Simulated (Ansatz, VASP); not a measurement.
Two plane-wave programs on SiF

```xyz
2
Lattice="1.3367 0.7718 3.9048 -1.3367 0.7718 3.9048 0.0000 -1.5435 3.9048" Properties=species:S:1:pos:R:3 pbc="T T T"
Si    0.0000    0.0000    5.8573
F     0.0000    0.0000    0.0000
```

Alike in both runs: task relaxation of cell and atoms; functional PBE; k mesh 24 × 24 × 24; occupations gaussian, width 0.1 eV; no spin polarisation.

|  | VASP | Ansatz |
| --- | --- | --- |
| version | VASP 6.6.1 | Ansatz 0.2.0 |
| potentials or method | VASP PAW PBE potentials, release 64 (Si, F), cutoff 600 eV | scalar-relativistic, plane waves, PAW |
| valence electrons in the cell | 11 | 11 |

```tsv
	VASP	Ansatz	Ansatz less VASP
gap on the k mesh at the Fermi level, each at its own relaxed structure (eV)	none	none	-
relaxed volume (Å³/atom)	12.06	12.10	+0.043
relaxed cell length with the largest relative difference (Å)	4.191	4.194	+0.0027
```

A gap of «none» marks a metal or a gap that the smearing closes.
